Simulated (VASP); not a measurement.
# Al3Au5 (R-3m) in VASP: relaxation of cell and atoms with r2SCAN

Aim: the relaxation of cell and atoms of Al3Au5 with r2SCAN.

All numbers are computed with VASP 6.6.1; they aren't measurements. Logs are shortened: lines on timing, memory, paths and dates and some standing lists are left out, and cuts for length are marked.

### Step 1. The cell of the first run

Symmetry: R-3m, No. 166, trigonal system. Conventional cell: a = 5.745 Å, b = 5.745 Å, c = 14.073 Å, α = 90.00°, β = 90.00°, γ = 120.00°. Al (site symmetry 2/m) has 4 Al at 2.87 Å and 8 Au at 2.87 Å within 3.8 Å. Within 3.8 Å of Au (site symmetry -3m) lie 6 Al at 2.87 Å and 6 Au at 2.87 Å. Au (site symmetry 2/m) has 4 Al at 2.87 Å and 8 Au at 2.87 Å within 3.8 Å. Au (site symmetry -3m) has 6 Al at 2.87 Å and 6 Au at 2.87 Å within 3.8 Å.

### Step 2. Relaxation of cell and atoms, r2SCAN

File POSCAR:

```
Al3Au5
1.0
    0.0000000000      4.0625000000      4.0625000000
    4.0625000000      0.0000000000      4.0625000000
    4.0625000000      4.0625000000      0.0000000000
Al Au
3 5
Direct
    0.0000000000      0.0000000000      0.0000000000
    0.0000000000      0.5000000000      0.0000000000
    0.5000000000      0.0000000000      0.0000000000
    0.0000000000      0.0000000000      0.5000000000
    0.0000000000      0.5000000000      0.5000000000
    0.5000000000      0.0000000000      0.5000000000
    0.5000000000      0.5000000000      0.0000000000
    0.5000000000      0.5000000000      0.5000000000
```

File INCAR.step1:

```
PREC = Accurate
ENCUT = 550
ISMEAR = 1
SIGMA = 0.05
LREAL = F
LASPH = T
NELM = 120
GGA = PE
ALGO = Normal
EDIFF = 1E-5
LWAVE = T
LCHARG = F
GGA_COMPAT = F
IBRION = 2
ISIF = 3
EDIFFG = -0.005
NELMIN = 4
NSW = 100
```

File INCAR.step2:

```
PREC = Accurate
ENCUT = 550
EDIFF = 1E-7
ISMEAR = 1
SIGMA = 0.05
LREAL = F
LASPH = T
NELM = 120
ALGO = Normal
ISIF = 3
LWAVE = F
LCHARG = F
METAGGA = R2SCAN
LMIXTAU = T
IBRION = 2
NSW = 80
EDIFFG = -0.01
ISTART = 1
GGA_COMPAT = F
NELMIN = 4
```

File KPOINTS:

```
Automatic mesh
0
Gamma
  5 5 5
```

Potentials or basis: VASP PAW PBE potentials, release 64 (Al, Au).

Run with:

```console
$ cat potpaw_PBE.64/Al/POTCAR potpaw_PBE.64/Au/POTCAR > POTCAR
$ cp INCAR.step1 INCAR
$ mpirun -np 1 vasp_std > vasp.out
$ cp INCAR.step2 INCAR
$ mpirun -np 1 vasp_std > vasp.out
```

OUTCAR:

```text
PREC = Accurate
   ENCUT = 550
   EDIFF = 1E-7
   ISMEAR = 1
   LREAL = F
   LASPH = T
   NELM = 120
   ISIF = 3
   METAGGA = R2SCAN
   IBRION = 2
   NSW = 80
   EDIFFG = -0.01
   ISTART = 1
   NELMIN = 4

 ion  position               nearest neighbor table
   1  0.000  0.000  0.000-   2 2.87   3 2.87   4 2.87   4 2.87   5 2.87   6 2.87   2 2.87   5 2.87
                             7 2.87   3 2.87   6 2.87   7 2.87
   2  0.000  0.500  0.000-   1 2.87   5 2.87   7 2.87   4 2.87   5 2.87   8 2.87   1 2.87   3 2.87
                             4 2.87   3 2.87   7 2.87   8 2.87
   3  0.500  0.000  0.000-   1 2.87   6 2.87   7 2.87   4 2.87   6 2.87   8 2.87   2 2.87   7 2.87
                             8 2.87   1 2.87   2 2.87   4 2.87
   4  0.000  0.000  0.500-   1 2.87   5 2.87   6 2.87   1 2.87   2 2.87   3 2.87   2 2.87   5 2.87
                             8 2.87   3 2.87   6 2.87   8 2.87
   5  0.000  0.500  0.500-   2 2.87   4 2.87   8 2.87   1 2.87   2 2.87   7 2.87   1 2.87   4 2.87
                             6 2.87   6 2.87   7 2.87   8 2.87
   6  0.500  0.000  0.500-   3 2.87   4 2.87   8 2.87   1 2.87   3 2.87   7 2.87   5 2.87   7 2.87
                             8 2.87   1 2.87   4 2.87   5 2.87
   7  0.500  0.500  0.000-   2 2.87   3 2.87   8 2.87   5 2.87   6 2.87   8 2.87   1 2.87   3 2.87
                             6 2.87   1 2.87   2 2.87   5 2.87
   8  0.500  0.500  0.500-   5 2.87   6 2.87   7 2.87   2 2.87   3 2.87   7 2.87   3 2.87   4 2.87
                             6 2.87   2 2.87   4 2.87   5 2.87

  LATTYP: Found a face centered cubic cell.
 ALAT       =     8.1250000000

  Lattice vectors:

 A1 = (   0.0000000000,   4.0625000000,   4.0625000000)
 A2 = (   4.0625000000,   0.0000000000,   4.0625000000)
 A3 = (   4.0625000000,   4.0625000000,   0.0000000000)

Analysis of symmetry for initial positions (statically):
=====================================================================
 Subroutine PRICEL returns:
 Original cell was already a primitive cell.

 Routine SETGRP: Setting up the symmetry group for a
 face centered cubic supercell.

 Subroutine GETGRP returns: Found 12 space group operations
 (whereof  4 operations were pure point group operations)
 out of a pool of 48 trial point group operations.

The static configuration has the point symmetry C_2h.
 The point group associated with its full space group is D_3d.

Analysis of symmetry for dynamics (positions and initial velocities):
=====================================================================
 Subroutine PRICEL returns:
 Original cell was already a primitive cell.

 Routine SETGRP: Setting up the symmetry group for a
 face centered cubic supercell.
[... 104 lines left out ...]
   ISTART =      1    job   : 0-new  1-cont  2-samecut
   ICHARG =      0    charge: 1-file 2-atom 10-const
   ISPIN  =      1    spin polarized calculation?
   LNONCOLLINEAR =      F non collinear calculations
   LSORBIT =      F    spin-orbit coupling
   LASPH  =      T    aspherical Exc in radial PAW
   ENCUT  =  550.0 eV  40.42 Ry    6.36 a.u.  10.99 10.99 10.99*2*pi/ulx,y,z
   NELM   =    120;   NELMIN=  4; NELMDL=  0     # of ELM steps
   EDIFF  = 0.1E-06   stopping-criterion for ELM
   LREAL  =      F    real-space projection
   EDIFFG = -.1E-01   stopping-criterion for IOM
   NSW    =     80    number of steps for IOM
   IBRION =      2    ionic relax: 0-MD 1-quasi-New 2-CG
   NFREE  =      1    steps in history (QN), initial steepest desc. (CG)
   ISIF   =      3    stress and relaxation
   ISYM   =      2    0-nonsym 1-usesym 2-fastsym
   POTIM  = 0.5000    time-step for ionic-motion
   TEBEG  =    0.0;   TEEND  =   0.0 temperature during run
   PSTRESS=    0.0 pullay stress
   NELECT =      64.0000    total number of electrons
   NUPDOWN=      -1.0000    fix difference up-down
   EMIN   =  10.00;   EMAX   =-10.00  energy-range for DOS
   EFERMI =   0.00;   METHOD = LEGACY
   ISMEAR =     1;   SIGMA  =   0.05  broadening in eV -4-tet -1-fermi 0-gaus
   EFERMI_NEDOS =   21; number of points for ismear=-14 and -15
   IALGO  =     38    algorithm
   IMIX   =      4    mixing-type and parameters
     AMIX     =   0.40;   BMIX     =  1.00
     AMIX_MAG =   1.60;   BMIX_MAG =  1.00
  volume/ion in A,a.u.               =      16.76       113.11
  Fermi-wavevector in a.u.,A,eV,Ry     =   1.279376  2.417670 22.270048  1.636802
  Thomas-Fermi vector in A             =   2.411865
   LORBIT       =      0    0 simple, 1 ext, 2 COOP (PROOUT), +10 PAW based schemes
   METAGGA = R2SCAN    functional components
   LHFCALC =     F    Hartree Fock is set to
   AEXX    =    0.0000 exact exchange contribution
   IVDW    =     0    specifies the selected vdW correction
   LEPSILON=     F    determine dielectric tensor
   LRPA    =     F    only Hartree local field effects (RPA)
 conjugate gradient relaxation of ions
 non-spin polarized calculation
 Methfessel and Paxton  Order N= 1 SIGMA  =   0.05
  energy-cutoff  :      550.00
  volume of cell :      134.09
 maximum number of plane-waves:      3940
 NGX is ok and might be reduce to    48
   NGX = 21   NGY = 21   NGZ = 21

--------------------------------------- Ionic step        1  -------------------------------------------

 number of electron      63.9999994 magnetization

 Free energy of the ion-electron system (eV)
  ---------------------------------------------------
  ext. energy  EPLUGINS =         0.00000000
  ---------------------------------------------------
  free energy    TOTEN  =      -274.47962444 eV

  energy without entropy =     -274.47775619  energy(sigma->0) =     -274.47900169

------------------------ aborting loop because EDIFF is reached ----------------------------------------

  FORCE on cell =-STRESS in cart. coord.  units (eV):
  Direction    XX          YY          ZZ          XY          YZ          ZX
  --------------------------------------------------------------------------------------
  -------------------------------------------------------------------------------------
  Total       -0.9260533     -0.9260533     -0.9260533     -2.0076283      2.0076283      2.0076283
  in kB      -11.0646184    -11.0646184    -11.0646184    -23.9874335     23.9874335     23.9874335
  external PRESSURE =     -11.0646184 kB  Pullay stress =       0.0000000 kB
[... 239 lines left out ...]
--------------------------------------- Ionic step        7  -------------------------------------------

 number of electron      64.0000005 magnetization

 Free energy of the ion-electron system (eV)
  ---------------------------------------------------
  ext. energy  EPLUGINS =         0.00000000
  ---------------------------------------------------
  free energy    TOTEN  =      -274.67661740 eV

  energy without entropy =     -274.67680435  energy(sigma->0) =     -274.67667972

 E-fermi :   9.4242     XC(G=0): -12.7762

 val. band max:        9.3831973117   @ k =   0.0000  -0.2000   0.2000
 cond. band min:       9.5582332129   @ k =  -0.4000   0.2000   0.0000
 fundamental gap:      0.1750359012
 Fermi energy:         9.4242063941

 k-point     1 :       0.0000    0.0000    0.0000
  band No.  band energies     occupation
      1      -1.9961      2.00000
      2       1.1641      2.00000
      3       1.3320      2.00000
      4       1.3320      2.00000
      5       1.9599      2.00000
      6       1.9599      2.00000
[... 803 lines left out ...]
  FREE ENERGIE OF THE ION-ELECTRON SYSTEM (eV)
  ---------------------------------------------------
  free  energy   TOTEN  =      -274.6766173984 eV

  energy  without entropy=     -274.6768043521  energy(sigma->0) =     -274.67667972

 reached required accuracy - stopping structural energy minimisation
```

OSZICAR.step1:

```text
N       E                     dE             d eps       ncg     rms          rms(c)
DAV:   1     0.370896680913E+03    0.37090E+03   -0.31453E+04  1444   0.162E+03
DAV:   2    -0.153950994626E+02   -0.38629E+03   -0.36418E+03  1566   0.318E+02
DAV:   3    -0.318153683126E+02   -0.16420E+02   -0.15767E+02  1748   0.561E+01
DAV:   4    -0.320494406561E+02   -0.23407E+00   -0.23359E+00  1610   0.716E+00
[... 58 lines left out ...]
DAV:   1    -0.289719826785E+02   -0.48144E-03   -0.11814E-02  1504   0.670E-01    0.126E-01
DAV:   2    -0.289715726188E+02    0.41006E-03   -0.12910E-03  1606   0.251E-01    0.574E-02
DAV:   3    -0.289715416755E+02    0.30943E-04   -0.63035E-05  1530   0.447E-02    0.362E-02
DAV:   4    -0.289715297390E+02    0.11936E-04   -0.21819E-05  1176   0.244E-02    0.803E-03
DAV:   5    -0.289715292647E+02    0.47427E-06   -0.31262E-06   728   0.924E-03
   8 F= -.28971529E+02 E0= -.28971585E+02  d E =-.178610E-03
```

It took 42 min on 1 thread of AMD EPYC 9R45 (Zen 5), shared host; peak memory 0.38 GiB.

Results:

| Property | Result |
| --- | --- |
| Free energy | -274.6766 eV |
| Relaxed volume | 16.68 Å³/atom |
| Relaxed cell | a = 5.914 Å, b = 5.914 Å, c = 5.573 Å, α = 57.95°, β = 57.95°, γ = 60.00° |
| Space group after relaxing (to 0.1 Å) | R-3m (No. 166) |
| Energy gained by relaxing | 24.6 meV/atom |
| Ionic steps | 7 |
| Pressure after relaxing | 0.0 GPa |
| Band gap on the k mesh | zero (bands 32 and 33 overlap by 2.17 eV) |

The path:
```csv
step,energy change (eV),largest force (eV/Å),pressure (GPa),volume (Å³)
1,0.0000,0.0000,-1.11,134.09
2,-0.1179,0.0000,1.20,131.80
3,-0.1431,0.0000,3.08,130.35
4,-0.1967,0.0000,-0.30,133.70
5,-0.1967,0.0000,-0.23,133.62
6,-0.1967,0.0000,-0.17,133.56
7,-0.1970,0.0000,0.01,133.43
```

Final structure:
```
Al Au
1.0
     0.00000    4.18202    4.18202
     4.18202    0.00000    4.18202
     3.93699    3.93699    0.24503
Al Au
3 5
Direct
  0.00000 0.00000 0.00000
  0.00000 0.50000 0.00000
  0.50000 0.00000 0.00000
  0.00000 0.00000 0.50000
  0.00000 0.50000 0.50000
  0.50000 0.00000 0.50000
  0.50000 0.50000 0.00000
  0.50000 0.50000 0.50000
```

Caveat: the PAW data sets were made with another functional, which shifts forces and pressure a little; spin-orbit coupling is left out, which moves the levels of the heavy elements.

The gap in the log of VASP goes by the Fermi energy; the results here count the filled bands.